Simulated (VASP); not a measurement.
# IrRu2 (Fm-3m) in VASP: further runs, part 2 of 2

VASP 6.6.1. Earlier steps stand in the parts before.

## Step 3: Single point, PBE

This run uses another cell than the first one, of 16.85 Å³/atom, 1.278 times its volume.

File INCAR:

```
SYSTEM = IrRu2
PREC = Accurate
ENCUT = 520
EDIFF = 1E-6
ISMEAR = 0
SIGMA = 0.1
LREAL = .False.
LASPH = .True.
NELM = 60
ALGO = Normal
ISIF = 2
LWAVE = .False.
LCHARG = .True.
GGA = PE
LELF = .True.
LVHAR = .True.
NBANDS = 26
```

File KPOINTS:

```
Automatic mesh
0
Gamma
  6 6 6
  0 0 0
```

File POSCAR:

```
IrRu2
1.0
    0.0000000000      2.9348216183      2.9348216183
    2.9348216183      0.0000000000      2.9348216183
    2.9348216183      2.9348216183      0.0000000000
Ru Ir
2 1
Direct
    0.2500000000      0.2500000000      0.2500000000
    0.7500000000      0.7500000000      0.7500000000
    0.0000000000      0.0000000000      0.0000000000
```

Potentials or basis: VASP PAW PBE potentials, release 64 (Ru_pv, Ir).

Run with:

```
cat potpaw_PBE.64/Ru_pv/POTCAR potpaw_PBE.64/Ir/POTCAR > POTCAR
mpirun -np 1 vasp_std > vasp.out
```

It took 22 s on 1 thread of Intel Xeon Platinum 8375C at 2.90GHz (Ice Lake), shared host; peak memory 0.18 GiB.

The run converged. Its results:

* Free energy: -25.0888 eV
* Pressure: 0.2 GPa

Levels at points of the mesh, in eV from the Fermi level:
| k point | band 15 | band 16 | band 17 | band 18 | band 19 | band 20 | band 21 | band 22 |
| --- | --- | --- | --- | --- | --- | --- | --- | --- |
| (0.00, 0.00, 0.00) | -3.55 | 0.09 | 0.09 | 0.68 | 0.68 | 0.68 | 1.07 | 1.07 |
| (0.50, 0.00, 0.00) | -2.44 | -1.57 | -1.57 | -0.84 | 0.06 | 0.06 | 1.00 | 1.00 |
| (0.50, 0.50, 0.00) | -1.56 | -1.56 | -0.19 | -0.14 | 0.97 | 1.31 | 1.39 | 1.39 |

Caveat: spin-orbit coupling is left out, which moves the levels of the heavy elements.

## Step 4: Relaxation of cell and atoms, PBE

File INCAR:

```
PREC = Accurate
ENCUT = 600
EDIFF = 1E-7
ISMEAR = 0
SIGMA = 0.1
LREAL = False
LASPH = True
NELM = 60
ALGO = Fast
ISIF = 3
LWAVE = False
LCHARG = False
GGA = PE
IBRION = 2
NSW = 90
EDIFFG = -0.04
```

File KPOINTS:

```
regular mesh
0
Gamma
  6 6 6
```

File POSCAR:

```
IrRu2
1.0
    0.0000000000      2.7045870200      2.7045870200
    2.7045870200      0.0000000000      2.7045870200
    2.7045870200      2.7045870200      0.0000000000
Ru Ir
2 1
Direct
    0.2500000000      0.2500000000      0.2500000000
    0.7500000000      0.7500000000      0.7500000000
    0.0000000000      0.0000000000      0.0000000000
```

Run with:

```
cat potpaw_PBE.64/Ru_pv/POTCAR potpaw_PBE.64/Ir/POTCAR > POTCAR
mpirun -np 1 vasp_std > vasp.out
```

It took 4.1 min on 1 thread of Intel Xeon Platinum 8375C at 2.90GHz (Ice Lake), shared host; peak memory 0.2 GiB.

Results (log left out):

```
Free energy                            : -25.0814 eV
Relaxed volume                         : 16.88 Å³/atom
Relaxed cell                           : a = 4.153 Å, b = 4.153 Å, c = 4.153 Å, α = 60.00°, β = 60.00°, γ = 60.00°
Space group after relaxing (to 0.05 Å) : Fm-3m (No. 225)
Energy gained by relaxing              : 962.4 meV/atom
Ionic steps                            : 7
Pressure after relaxing                : -0.2 GPa
```

Step by step:
```tsv
step	energy change (eV)	largest force (eV/Å)	pressure (GPa)	volume (Å³)
1	0.0000	0.0000	106.13	39.57
2	8.1560	0.0000	-22.82	113.65
3	1.9909	0.0000	-33.89	79.25
4	-1.6389	0.0000	-28.20	61.59
5	-2.7959	0.0000	4.53	49.77
6	-2.8844	0.0000	-2.01	51.04
7	-2.8872	0.0000	-0.18	50.64
```

Final structure:
```yaml
crystal:
  lattice:
    - [0.00000, 2.93646, 2.93646]
    - [2.93646, 0.00000, 2.93646]
    - [2.93646, 2.93646, 0.00000]
  atoms:
    - { symbol: Ru, position: [0.25000, 0.25000, 0.25000] }
    - { symbol: Ru, position: [0.75000, 0.75000, 0.75000] }
    - { symbol: Ir, position: [0.00000, 0.00000, 0.00000] }
```

Levels at points of the mesh, in eV from the Fermi level:
```tsv
k point	band 16	band 17	band 18	band 19	band 20	band 21
(0.00, 0.00, 0.00)	0.09	0.09	0.67	0.67	0.67	1.06
(0.50, 0.00, 0.00)	-1.57	-1.57	-0.84	0.06	0.06	1.00
(0.50, 0.50, 0.00)	-1.56	-0.19	-0.14	0.97	1.31	1.39
```

Caveat: the volume moved by over 15 % at a fixed basis, so the end points are rough; spin-orbit coupling is left out, which moves the levels of the heavy elements.

## Step 5: Single point, PBE

This run uses another cell than the first one, of 16.86 Å³/atom, 1.279 times its volume.

File INCAR:

```
SYSTEM = IrRu2
PREC     = Accurate       ! precision mode
ENCUT    = 520            ! plane-wave cutoff, eV
EDIFF    = 1E-6           ! SCF threshold, eV
ISMEAR   = 0              ! smearing method
SIGMA    = 0.1            ! smearing width, eV
LREAL    = .False.        ! projectors in reciprocal space
LASPH    = .True.         ! aspherical terms in the spheres
NELM     = 60             ! most SCF steps
ALGO     = Fast           ! electronic algorithm
ISIF     = 2              ! what is computed and relaxed
LWAVE    = .False.        ! write WAVECAR
LCHARG   = .False.        ! write CHGCAR
GGA      = PE             ! functional
NBANDS   = 26             ! bands
```

File KPOINTS:

```
regular mesh
0
Gamma
  14 14 14
  0 0 0
```

File POSCAR:

```
IrRu2
1.0
    0.0000000000      2.9354935306      2.9354935306
    2.9354935306      0.0000000000      2.9354935306
    2.9354935306      2.9354935306      0.0000000000
Ru Ir
2 1
Direct
    0.2500000000      0.2500000000      0.2500000000
    0.7500000000      0.7500000000      0.7500000000
    0.0000000000      0.0000000000      0.0000000000
```

Run with:

```
cat potpaw_PBE.64/Ru_pv/POTCAR potpaw_PBE.64/Ir/POTCAR > POTCAR
mpirun -np 1 vasp_std > vasp.out
```

It took 2.5 min on 1 thread of Intel Xeon Platinum 8375C at 2.90GHz (Ice Lake), shared host; peak memory 0.27 GiB.

It converged, with:

```yaml
Free_energy: -25.0954 eV
Pressure: 0.2 GPa
```

Levels at points of the mesh, in eV from the Fermi level:
| k point | band 16 | band 17 | band 18 | band 19 | band 20 | band 21 |
| --- | --- | --- | --- | --- | --- | --- |
| (0.00, 0.00, 0.00) | 0.06 | 0.06 | 0.65 | 0.65 | 0.65 | 1.04 |
| (0.50, 0.00, 0.00) | -1.60 | -1.60 | -0.87 | 0.03 | 0.03 | 0.97 |
| (0.50, 0.50, 0.00) | -1.59 | -0.22 | -0.16 | 0.95 | 1.27 | 1.36 |

Caveat: spin-orbit coupling is left out, which moves the levels of the heavy elements.

## Step 6: Relaxation of cell and atoms, PBE

This run uses another cell than the first one, of 16.85 Å³/atom, 1.278 times its volume.

File INCAR:

```
SYSTEM = IrRu2
PREC     = Accurate       ! precision mode
ENCUT    = 600            ! plane-wave cutoff, eV
EDIFF    = 1E-7           ! SCF threshold, eV
ISMEAR   = 0              ! smearing method
SIGMA    = 0.1            ! smearing width, eV
LREAL    = .FALSE.        ! projectors in reciprocal space
LASPH    = .TRUE.         ! aspherical terms in the spheres
NELM     = 100            ! most SCF steps
ALGO     = Fast           ! electronic algorithm
ISIF     = 3              ! what is computed and relaxed
LWAVE    = .FALSE.        ! write WAVECAR
LCHARG   = .FALSE.        ! write CHGCAR
GGA      = PE             ! functional
IBRION   = 2              ! ionic algorithm
NSW      = 100            ! ionic steps
EDIFFG   = -0.01          ! ionic threshold
```

File KPOINTS:

```
Automatic mesh
0
G
  14 14 14
  0 0 0
```

File POSCAR:

```
IrRu2
1.0
    0.0000000000      2.9348216183      2.9348216183
    2.9348216183      0.0000000000      2.9348216183
    2.9348216183      2.9348216183      0.0000000000
Ru Ir
2 1
Direct
    0.2500000000      0.2500000000      0.2500000000
    0.7500000000      0.7500000000      0.7500000000
    0.0000000000      0.0000000000      0.0000000000
```

Potentials or basis: VASP PAW PBE potentials, release 64 (Ru_pv, Ir).

Run with:

```
cat potpaw_PBE.64/Ru_pv/POTCAR potpaw_PBE.64/Ir/POTCAR > POTCAR
mpirun -np 1 vasp_std > vasp.out
```

Run time: 9.6 min. Hardware: 1 thread of Intel Xeon Platinum 8375C at 2.90GHz (Ice Lake), shared host; peak memory 0.32 GiB.

Results (log left out):

```
Free energy                            : -25.0953 eV
Relaxed volume                         : 16.88 Å³/atom
Relaxed cell                           : a = 4.152 Å, b = 4.152 Å, c = 4.152 Å, α = 60.00°, β = 60.00°, γ = 60.00°
Space group after relaxing (to 0.05 Å) : Fm-3m (No. 225)
Energy gained by relaxing              : 0.0 meV/atom
Ionic steps                            : 3
Pressure after relaxing                : 0.0 GPa
```

Final structure:
```xyz
3
Lattice="0.0000 2.9362 2.9362 2.9362 0.0000 2.9362 2.9362 2.9362 0.0000" Properties=species:S:1:pos:R:3 pbc="T T T"
Ru    1.4681    1.4681    1.4681
Ru    4.4042    4.4042    4.4042
Ir    0.0000    0.0000    0.0000
```

Levels at points of the mesh, in eV from the Fermi level:
```csv
k point,band 15,band 16,band 17,band 18,band 19,band 20,band 21,band 22
"(0.00, 0.00, 0.00)",-3.57,0.06,0.06,0.65,0.65,0.65,1.04,1.04
"(0.50, 0.00, 0.00)",-2.47,-1.59,-1.59,-0.86,0.03,0.03,0.97,0.97
"(0.50, 0.50, 0.00)",-1.59,-1.59,-0.22,-0.16,0.95,1.27,1.36,1.36
```

Caveat: spin-orbit coupling is left out, which moves the levels of the heavy elements.

## Step 7: Overview

| task | cell | k mesh | cutoff (eV) | gap on the mesh (eV) | pressure (GPa) | relaxed volume (Å³/atom) |
| --- | --- | --- | --- | --- | --- | --- |
| single point | a = 3.825 Å, angles 60.0°, 3 atoms | 6 × 6 × 6 | 520 | none | 106.1 | - |
| single point | a = 4.150 Å, angles 60.0°, 3 atoms | 6 × 6 × 6 | 520 | none | 0.2 | - |
| relaxation of cell and atoms | relaxed from a = 3.825 Å, angles 60.0°, 3 atoms | 6 × 6 × 6 | 600 | none | -0.2 | 16.88 |
| single point | a = 4.151 Å, angles 60.0°, 3 atoms | 14 × 14 × 14 | 520 | none | 0.2 | - |
| relaxation of cell and atoms | relaxed from a = 4.150 Å, angles 60.0°, 3 atoms | 14 × 14 × 14 | 600 | none | 0.0 | 16.88 |

Alike in all rows: level PBE; potentials or basis VASP PAW PBE potentials, release 64 (Ru_pv, Ir); no spin polarisation; smearing gaussian 0.1 eV.

Caveats: spin-orbit coupling is left out, which moves the levels of the heavy elements; the volume moved by over 15 % at a fixed basis, so the end points are rough (some runs).

Total energies depend on the potentials used, so only differences within one code and one set of settings carry meaning.
